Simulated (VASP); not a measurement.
# NaH (Fm-3m) in VASP: settings compared

The runs below take NaH through single point, relaxation of cell and atoms, with r2SCAN, PBEsol.

Everything below comes from runs of VASP 6.6.1. Logs are shortened: lines on timing, memory, paths and dates and some standing lists are left out, and cuts for length are marked.

## (1) The cell of the first run

It takes space group Fm-3m (No. 225, cubic). The conventional cell has a = 4.795 Å, b = 4.795 Å, c = 4.795 Å, α = 90.00°, β = 90.00°, γ = 90.00°. Within 3.2 Å of Na (site symmetry m-3m) lie 6 H at 2.40 Å. H (site symmetry m-3m) has 6 Na at 2.40 Å within 3.2 Å.

## (2) Single point, r2SCAN

Contents of POSCAR:

```
NaH
1.0
    0.0000000000      2.3975116377      2.3975116377
    2.3975116377      0.0000000000      2.3975116377
    2.3975116377      2.3975116377      0.0000000000
Na H
1 1
Direct
    0.0000000000      0.0000000000      0.0000000000
    0.5000000000      0.5000000000      0.5000000000
```

Contents of INCAR.step1:

```
SYSTEM = NaH
ALGO     = Normal         ! electronic algorithm
EDIFF    = 1E-4           ! SCF threshold, eV
ENCUT    = 520            ! plane-wave cutoff, eV
GGA      = PE             ! functional
ISMEAR   = 0              ! smearing method
LASPH    = .True.         ! aspherical terms in the spheres
LCHARG   = .False.        ! write CHGCAR
LREAL    = .False.        ! projectors in reciprocal space
LWAVE    = .True.         ! write WAVECAR
NBANDS   = 11             ! bands
NELM     = 60             ! most SCF steps
PREC     = Accurate       ! precision mode
SIGMA    = 0.01           ! smearing width, eV
```

Contents of INCAR.step2:

```
SYSTEM = NaH
ALGO     = Normal         ! electronic algorithm
EDIFF    = 1E-7           ! SCF threshold, eV
ENCUT    = 520            ! plane-wave cutoff, eV
ISIF     = 2              ! what is computed and relaxed
ISMEAR   = 0              ! smearing method
ISTART   = 1            
LASPH    = .True.         ! aspherical terms in the spheres
LCHARG   = .False.        ! write CHGCAR
LMIXTAU  = .True.       
LREAL    = .False.        ! projectors in reciprocal space
LWAVE    = .False.        ! write WAVECAR
METAGGA  = R2SCAN         ! meta-GGA
NBANDS   = 11             ! bands
NELM     = 60             ! most SCF steps
PREC     = Accurate       ! precision mode
SIGMA    = 0.01           ! smearing width, eV
```

Contents of KPOINTS:

```
k-points
0
Gamma
  10 10 10
  0 0 0
```

Potentials or basis: VASP PAW PBE potentials, release 64 (Na_pv, H).

The run is started by

```console
$ cat potpaw_PBE.64/Na_pv/POTCAR potpaw_PBE.64/H/POTCAR > POTCAR
$ cp INCAR.step1 INCAR
$ mpirun -np 1 vasp_std > vasp.out
$ cp INCAR.step2 INCAR
$ mpirun -np 1 vasp_std > vasp.out
```

OUTCAR:

```text
SYSTEM = NaH
   EDIFF = 1E-7
   ENCUT = 520
   ISIF = 2
   ISMEAR = 0
   ISTART = 1
   LASPH = .True.
   LREAL = .False.
   METAGGA = R2SCAN
   NELM = 60
   PREC = Accurate

 ion  position               nearest neighbor table
   1  0.000  0.000  0.000-
   2  0.500  0.500  0.500-

  LATTYP: Found a face centered cubic cell.
 ALAT       =     4.7950232754

  Lattice vectors:

 A1 = (   0.0000000000,   2.3975116377,   2.3975116377)
 A2 = (   2.3975116377,   0.0000000000,   2.3975116377)
 A3 = (   2.3975116377,   2.3975116377,   0.0000000000)

Analysis of symmetry for initial positions (statically):
=====================================================================
 Subroutine PRICEL returns:
 Original cell was already a primitive cell.

 Routine SETGRP: Setting up the symmetry group for a
 face centered cubic supercell.

 Subroutine GETGRP returns: Found 48 space group operations
 (whereof 48 operations were pure point group operations)
 out of a pool of 48 trial point group operations.

The static configuration has the point symmetry O_h .

Analysis of symmetry for dynamics (positions and initial velocities):
=====================================================================
 Subroutine PRICEL returns:
 Original cell was already a primitive cell.

 Routine SETGRP: Setting up the symmetry group for a
 face centered cubic supercell.

 Subroutine GETGRP returns: Found 48 space group operations
 (whereof 48 operations were pure point group operations)
 out of a pool of 48 trial point group operations.

The dynamic configuration has the point symmetry O_h .

 Subroutine INISYM returns: Found 48 space group operations
 (whereof 48 operations are pure point group operations),
 and found     1 'primitive' translations

----------------------------------------------------------------------------------------

                                     Primitive cell

  volume of cell :      27.5621

  direct lattice vectors                    reciprocal lattice vectors
     0.000000000  2.397511638  2.397511638    -0.208549561  0.208549561  0.208549561
     2.397511638  0.000000000  2.397511638     0.208549561 -0.208549561  0.208549561
     2.397511638  2.397511638  0.000000000     0.208549561  0.208549561 -0.208549561

  length of vectors
     3.390593474  3.390593474  3.390593474     0.361218436  0.361218436  0.361218436

  position of ions in fractional coordinates (direct lattice)
     0.000000000  0.000000000  0.000000000
     0.500000000  0.500000000  0.500000000

  ion indices of the primitive-cell ions
   primitive index   ion index
                 1           1
                 2           2

----------------------------------------------------------------------------------------

 KPOINTS: k-points

Automatic generation of k-mesh.
 Grid dimensions read from file:
 generate k-points for:   10   10   10

 Generating k-lattice:

  Cartesian coordinates                     Fractional coordinates (reciprocal lattice)
    -0.020854956  0.020854956  0.020854956     0.100000000  0.000000000  0.000000000
     0.020854956 -0.020854956  0.020854956     0.000000000  0.100000000  0.000000000
     0.020854956  0.020854956 -0.020854956     0.000000000  0.000000000  0.100000000

  Length of vectors
     0.036121844  0.036121844  0.036121844

  Shift w.r.t. Gamma in fractional coordinates (k-lattice)
     0.000000000  0.000000000  0.000000000

 Subroutine IBZKPT returns following result:
 ===========================================

 Found     47 irreducible k-points:

 Following reciprocal coordinates:
            Coordinates               Weight
  0.000000  0.000000  0.000000      1.000000
  0.100000  0.000000  0.000000      8.000000
  0.200000  0.000000  0.000000      8.000000
  0.300000  0.000000  0.000000      8.000000
  0.400000  0.000000  0.000000      8.000000
  0.500000  0.000000  0.000000      4.000000
[... 16 lines left out ...]
  0.300000  0.300000  0.000000      6.000000
  0.400000  0.300000  0.000000     24.000000
 [... further k-points ...]
   k-points           NKPTS =     47   k-points in BZ     NKDIM =     47   number of bands    NBANDS=     11
   number of dos      NEDOS =    301   number of ions     NIONS =      2
   total plane-waves  NPLWV =  21952
   dimension x,y,z NGX =    28 NGY =   28 NGZ =   28
   dimension x,y,z NGXF=    56 NGYF=   56 NGZF=   56
   ions per type =               1   1
   NGX,Y,Z   is equivalent  to a cutoff of  13.73, 13.73, 13.73 a.u.
   NGXF,Y,Z  is equivalent  to a cutoff of  27.46, 27.46, 27.46 a.u.
 SYSTEM =  NaH
   PREC   = accura    normal or accurate (medium, high low for compatibility)
   ISTART =      1    job   : 0-new  1-cont  2-samecut
   ICHARG =      0    charge: 1-file 2-atom 10-const
   ISPIN  =      1    spin polarized calculation?
   LNONCOLLINEAR =      F non collinear calculations
   LSORBIT =      F    spin-orbit coupling
   LASPH  =      T    aspherical Exc in radial PAW
[... 36 lines left out ...]
  volume of cell :       27.56
 maximum number of plane-waves:       757
 NGX is ok and might be reduce to    28
   NGX = 13   NGY = 13   NGZ = 13

 number of electron       7.9999992 magnetization

 Free energy of the ion-electron system (eV)
  ---------------------------------------------------
  ext. energy  EPLUGINS =         0.00000000
  ---------------------------------------------------
  free energy    TOTEN  =        -7.60244593 eV

  energy without entropy =       -7.60244593  energy(sigma->0) =       -7.60244593

 E-fermi :  -1.3286     XC(G=0):  -8.2242

 val. band max:       -1.3990710684   @ k =  -0.3000   0.5000   0.2000
 cond. band min:       3.0291594718   @ k =   0.5000   0.0000   0.0000
 fundamental gap:      4.4282305402
 Fermi energy:        -1.3286268525

 k-point     1 :       0.0000    0.0000    0.0000
  band No.  band energies     occupation
      1     -24.2390      2.00000
      2     -24.2386      2.00000
      3     -24.2386      2.00000
      4      -4.9973      2.00000
      5      10.2745      0.00000
      6      15.1470      0.00000
      7      15.1470      0.00000
      8      15.1470      0.00000
      9      16.1301      0.00000
     10      16.1301      0.00000
     11      16.1302      0.00000

 k-point     2 :       0.1000    0.0000    0.0000
  band No.  band energies     occupation
      1     -24.2480      2.00000
      2     -24.2400      2.00000
      3     -24.2397      2.00000
      4      -4.8204      2.00000
      5       9.5982      0.00000
      6      13.0419      0.00000
      7      14.5252      0.00000
      8      14.5253      0.00000
      9      16.8213      0.00000
     10      16.8214      0.00000
     11      17.1502      0.00000

 k-point     3 :       0.2000    0.0000    0.0000
  band No.  band energies     occupation
      1     -24.2722      2.00000
      2     -24.2428      2.00000
      3     -24.2425      2.00000
      4      -4.3077      2.00000
      5       7.7353      0.00000
      6      11.6001      0.00000
      7      13.7573      0.00000
      8      13.7576      0.00000
      9      17.3300      0.00000
     10      17.3304      0.00000
     11      18.3076      0.00000

 k-point     4 :       0.3000    0.0000    0.0000
  band No.  band energies     occupation
      1     -24.3019      2.00000
      2     -24.2462      2.00000
      3     -24.2459      2.00000
      4      -3.5278      2.00000
      5       5.5597      0.00000
      6      10.9095      0.00000
      7      13.1692      0.00000
      8      13.1696      0.00000
      9      16.9973      0.00000
     10      16.9981      0.00000
     11      19.1473      0.00000
[... 239 lines left out ...]
 k-point    22 :      -0.2000    0.2000    0.0000
  band No.  band energies     occupation
      1     -24.2969      2.00000
      2     -24.2633      2.00000
      3     -24.2455      2.00000
      4      -3.2856      2.00000
      5       6.0864      0.00000
      6       8.0613      0.00000
      7      13.4226      0.00000
      8      13.8672      0.00000
      9      17.2692      0.00000
     10      18.2637      0.00000
     11      18.5271      0.00000

 k-point    23 :       0.3000    0.3000    0.0000
  band No.  band energies     occupation
      1     -24.2965      2.00000
      2     -24.2599      2.00000
      3     -24.2597      2.00000
      4      -3.1065      2.00000
      5       6.0001      0.00000
      6      10.4703      0.00000
      7      10.9854      0.00000
      8      10.9855      0.00000
      9      13.8320      0.00000
     10      20.6564      0.00000
     11      22.8600      0.00000

 k-point    24 :       0.4000    0.3000    0.0000
  band No.  band energies     occupation
      1     -24.3084      2.00000
      2     -24.2661      2.00000
      3     -24.2635      2.00000
      4      -2.4928      2.00000
      5       5.1274      0.00000
      6       8.6532      0.00000
      7      10.7081      0.00000
      8      11.6685      0.00000
      9      13.8737      0.00000
     10      20.9902      0.00000
     11      22.4512      0.00000

 [... further k-points ...]

------------------------ aborting loop because EDIFF is reached ----------------------------------------

  FORCE on cell =-STRESS in cart. coord.  units (eV):
  Direction    XX          YY          ZZ          XY          YZ          ZX
  --------------------------------------------------------------------------------------
  -------------------------------------------------------------------------------------
  Total       -0.0524490     -0.0524490     -0.0524490      0.0000000     -0.0000000     -0.0000000
  in kB       -3.0488461     -3.0488461     -3.0488461      0.0000000     -0.0000000     -0.0000000
  external PRESSURE =      -3.0488461 kB  Pullay stress =       0.0000000 kB

 VOLUME and BASIS-vectors are now :
 -----------------------------------------------------------------------------
  energy-cutoff  :      520.00
  volume of cell :       27.56
      direct lattice vectors                 reciprocal lattice vectors
     0.000000000  2.397511638  2.397511638    -0.208549561  0.208549561  0.208549561
     2.397511638  0.000000000  2.397511638     0.208549561 -0.208549561  0.208549561
     2.397511638  2.397511638  0.000000000     0.208549561  0.208549561 -0.208549561

 POSITION                                       TOTAL-FORCE (eV/Angst)
 -----------------------------------------------------------------------------------
      0.00000      0.00000      0.00000        -0.000000      0.000000     -0.000000
      2.39751      2.39751      2.39751         0.000000      0.000000      0.000000
 -----------------------------------------------------------------------------------
    total drift:                               -0.000000     -0.000000     -0.000000

  FREE ENERGIE OF THE ION-ELECTRON SYSTEM (eV)
  ---------------------------------------------------
  free  energy   TOTEN  =        -7.6024459262 eV

  energy  without entropy=       -7.6024459262  energy(sigma->0) =       -7.60244593
```

Wall time 34 s (1 thread of Intel Xeon 6975P-C (Granite Rapids), shared host); peak memory 0.16 GiB.

What came out:

```yaml
Free_energy: -7.6024 eV
Pressure: -0.3 GPa
Band_gap_on_the_k_mesh: 4.43 eV (least direct gap 5.26 eV)
```

Caveat: the PAW data sets were made with another functional, which shifts forces and pressure a little.

## (3) Relaxation of cell and atoms, PBEsol

This run uses another cell than the first one, of 14.10 Å³/atom.

Contents of INCAR:

```
SYSTEM = NaH
ALGO     = Normal         ! electronic algorithm
EDIFF    = 1E-6           ! SCF threshold, eV
EDIFFG   = -0.005         ! ionic threshold
ENCUT    = 600            ! plane-wave cutoff, eV
GGA      = PS             ! functional
IBRION   = 2              ! ionic algorithm
ISIF     = 3              ! what is computed and relaxed
ISMEAR   = -1             ! smearing method
LASPH    = .True.         ! aspherical terms in the spheres
LCHARG   = .False.        ! write CHGCAR
LREAL    = .False.        ! projectors in reciprocal space
LWAVE    = .False.        ! write WAVECAR
NELM     = 100            ! most SCF steps
NSW      = 80             ! ionic steps
PREC     = Accurate       ! precision mode
SIGMA    = 0.02           ! smearing width, eV
```

Contents of KPOINTS:

```
k-points
0
Gamma
  8 8 8
  0 0 0
```

Contents of POSCAR:

```
NaH
1.0
    0.0000000000      2.4160403265      2.4160403265
    2.4160403265      0.0000000000      2.4160403265
    2.4160403265      2.4160403265      0.0000000000
Na H
1 1
Direct
    0.0000000000      0.0000000000      0.0000000000
    0.5000000000      0.5000000000      0.5000000000
```

Potentials or basis: VASP PAW PBE potentials, release 64 (Na_pv, H).

The run is started by

```console
$ cat potpaw_PBE.64/Na_pv/POTCAR potpaw_PBE.64/H/POTCAR > POTCAR
$ mpirun -np 1 vasp_std > vasp.out
```

Run time: 14 s. Hardware: 1 thread of Intel Xeon 6975P-C (Granite Rapids), shared host; peak memory 0.15 GiB.

Results (log left out):

```
Free energy                           : -5.0864 eV
Relaxed volume                        : 13.77 Å³/atom
Relaxed cell                          : a = 3.390 Å, b = 3.390 Å, c = 3.390 Å, α = 60.00°, β = 60.00°, γ = 60.00°
Space group after relaxing (to 0.1 Å) : Fm-3m (No. 225)
Energy gained by relaxing             : 0.6 meV/atom
Ionic steps                           : 6
Pressure after relaxing               : 0.0 GPa
Band gap on the k mesh                : 3.60 eV (least direct gap 4.51 eV)
```

The path:
```csv
step,energy change (eV),largest force (eV/Å),pressure (GPa),volume (Å³)
1,0.0000,0.0000,-0.57,28.21
2,-0.0006,0.0000,-0.32,28.00
3,-0.0009,0.0000,-0.26,27.89
4,-0.0012,0.0000,-0.11,27.66
5,-0.0009,0.0000,0.29,27.22
6,-0.0012,0.0000,-0.03,27.54
```

Final structure:
```yaml
crystal:
  lattice:
    - [0.00000, 2.39693, 2.39693]
    - [2.39693, 0.00000, 2.39693]
    - [2.39693, 2.39693, 0.00000]
  atoms:
    - { symbol: Na, position: [0.00000, 0.00000, 0.00000] }
    - { symbol: H, position: [0.50000, 0.50000, 0.50000] }
```

Levels at points of the mesh, in eV from the valence-band top:
```tsv
k point	band 2	band 3	band 4	band 5	band 6	band 7
(0.00, 0.00, 0.00)	-21.96	-21.96	-3.79	10.63	15.58	15.58
(0.50, 0.00, 0.00)	-21.97	-21.97	-0.91	3.60	10.79	13.38
(0.50, 0.50, 0.00)	-21.99	-21.99	-0.19	4.46	9.86	10.65
```

Caveat: the PAW data sets were made with another functional, which shifts forces and pressure a little.

## (4) Relaxation of cell and atoms, r2SCAN

This run uses another cell than the first one, of 14.10 Å³/atom.

POSCAR is that of step 3.

Contents of INCAR.step1:

```
SYSTEM = NaH
PREC = Accurate ; ENCUT = 600
ISMEAR = -1 ; SIGMA = 0.02
LREAL = .FALSE. ; LASPH = .TRUE.
NELM = 60 ; GGA = PE
ALGO = Normal ; EDIFF = 1E-4
LWAVE = .TRUE. ; LCHARG = .FALSE.
```

Contents of INCAR.step2:

```
SYSTEM = NaH
PREC = Accurate ; ENCUT = 600
EDIFF = 1E-7 ; ISMEAR = -1
SIGMA = 0.02 ; LREAL = .FALSE.
LASPH = .TRUE. ; NELM = 60
ALGO = Normal ; ISIF = 3
LWAVE = .FALSE. ; LCHARG = .FALSE.
METAGGA = R2SCAN ; LMIXTAU = .TRUE.
IBRION = 2 ; NSW = 80
EDIFFG = -0.005 ; ISTART = 1
```

Contents of KPOINTS:

```
regular mesh
0
G
  8 8 8
  0 0 0
```

The run is started by

```console
$ cat potpaw_PBE.64/Na_pv/POTCAR potpaw_PBE.64/H/POTCAR > POTCAR
$ cp INCAR.step1 INCAR
$ mpirun -np 1 vasp_std > vasp.out
$ cp INCAR.step2 INCAR
$ mpirun -np 1 vasp_std > vasp.out
```

It took 44 s on 1 thread of Intel Xeon 6975P-C (Granite Rapids), shared host; peak memory 0.15 GiB.

Results (log left out):

| Quantity | Value |
| --- | --- |
| Free energy | -7.6042 eV |
| Relaxed volume | 13.61 Å³/atom |
| Relaxed cell | a = 3.376 Å, b = 3.376 Å, c = 3.376 Å, α = 60.00°, β = 60.00°, γ = 60.00° |
| Space group after relaxing (to 0.1 Å) | Fm-3m (No. 225) |
| Energy gained by relaxing | 1.4 meV/atom |
| Ionic steps | 3 |
| Pressure after relaxing | 0.0 GPa |
| Band gap on the k mesh | 4.43 eV (least direct gap 5.28 eV) |

The path:
| step | energy change (eV) | largest force (eV/Å) | pressure (GPa) | volume (Å³) |
| --- | --- | --- | --- | --- |
| 1 | 0.0000 | 0.0000 | -0.70 | 28.21 |
| 2 | -0.0011 | 0.0000 | -0.55 | 27.96 |
| 3 | -0.0029 | 0.0000 | 0.02 | 27.22 |

Final structure:
```
CELL_PARAMETERS angstrom
0.00000 2.38742 2.38742
2.38742 0.00000 2.38742
2.38742 2.38742 0.00000
ATOMIC_POSITIONS crystal
Na 0.00000 0.00000 0.00000
H 0.50000 0.50000 0.50000
```

Levels at points of the mesh, in eV from the valence-band top:
| k point | band 1 | band 2 | band 3 | band 4 | band 5 | band 6 | band 7 | band 8 |
| --- | --- | --- | --- | --- | --- | --- | --- | --- |
| (0.00, 0.00, 0.00) | -22.83 | -22.83 | -22.83 | -3.65 | 11.77 | 16.63 | 16.63 | 16.63 |
| (0.50, 0.00, 0.00) | -22.93 | -22.85 | -22.85 | -0.85 | 4.43 | 11.95 | 14.14 | 14.14 |
| (0.50, 0.50, 0.00) | -22.92 | -22.87 | -22.87 | -0.18 | 5.27 | 10.84 | 11.62 | 11.62 |

Caveat: the PAW data sets were made with another functional, which shifts forces and pressure a little. A k mesh can miss the band edges.

## (5) Summary

| task | level | cell | k mesh | cutoff (eV) | smearing | gap on the mesh (eV) | pressure (GPa) | relaxed volume (Å³/atom) |
| --- | --- | --- | --- | --- | --- | --- | --- | --- |
| single point | r2SCAN | a = 3.391 Å, angles 60.0°, 2 atoms | 10 × 10 × 10 | 520 | gaussian 0.01 eV | 4.43 | -0.3 | - |
| relaxation of cell and atoms | PBEsol | relaxed from a = 3.417 Å, angles 60.0°, 2 atoms | 8 × 8 × 8 | 600 | fermi-dirac 0.02 eV | 3.60 | 0.0 | 13.77 |
| relaxation of cell and atoms | r2SCAN | relaxed from a = 3.417 Å, angles 60.0°, 2 atoms | 8 × 8 × 8 | 600 | fermi-dirac 0.02 eV | 4.43 | 0.0 | 13.61 |

Alike in all rows: potentials or basis VASP PAW PBE potentials, release 64 (Na_pv, H); no spin polarisation.

Caveats: the PAW data sets were made with another functional, which shifts forces and pressure a little.

Absolute energies hang on the potentials; compare differences alone.
